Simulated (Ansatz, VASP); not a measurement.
**One calculation of Al7Si, two programs**

```
Al Si
1.0
     0.00000    4.05841    4.05841
     4.05841    0.00000    4.05841
     4.05841    4.05841    0.00000
Al Si
7 1
Direct
  0.00000 0.00000 0.50000
  0.00000 0.50000 0.00000
  0.00000 0.50000 0.50000
  0.50000 0.00000 0.00000
  0.50000 0.00000 0.50000
  0.50000 0.50000 0.00000
  0.50000 0.50000 0.50000
  0.00000 0.00000 0.00000
```

Alike in both runs: task single point; functional PBE; k mesh 8 × 8 × 8; occupations gaussian, width 0.1 eV; no spin polarisation.

|  | VASP | Ansatz |
| --- | --- | --- |
| version | VASP 6.6.1 | Ansatz 0.2.0 |
| potentials or method | VASP PAW PBE potentials, release 64 (Al, Si), cutoff 520 eV | scalar-relativistic, plane waves, PAW |
| valence electrons in the cell | 25 | 25 |

```tsv
	VASP	Ansatz	Ansatz less VASP
gap on the k mesh at the Fermi level (eV)	none	none	-
pressure (GPa)	-2.2	-2.1	+0.04
```

A gap of «none» marks a metal or a gap that the smearing closes.
